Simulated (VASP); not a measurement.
Here is a VASP 6.6.1 calculation.

INCAR

```
SYSTEM = ZrS
ALGO = Normal
EDIFF = 1E-7
ENCUT = 520
ISIF = 2
ISMEAR = 0
LASPH = .True.
LCHARG = .False.
LREAL = .False.
LWAVE = .False.
NBANDS = 16
NELM = 60
PREC = Accurate
SIGMA = 0.15
```

File KPOINTS:

```
k-points
0
Gamma
  16 16 16
  0 0 0
```

POSCAR

```
ZrS
1.0
    0.0000000000      2.7127426924      2.7127426924
    2.7127426924      0.0000000000      2.7127426924
    2.7127426924      2.7127426924      0.0000000000
Zr S
1 1
Direct
    0.0000000000      0.0000000000      0.0000000000
    0.5000000000      0.5000000000      0.5000000000
```

Potentials or basis: VASP PAW LDA potentials, release 64 (Zr_sv, S).

Launch:

```bash
$ cat potpaw_LDA.64/Zr_sv/POTCAR potpaw_LDA.64/S/POTCAR > POTCAR
$ mpirun -np 1 vasp_std > vasp.out
```

(1) What does it give for the band gap on the k mesh?

(2) What does it give for the pressure?

## Answers

(1) zero (bands 9 and 10 overlap by 2.38 eV).

(2) -17.7 GPa.

Caveat: the cell stands under tension.
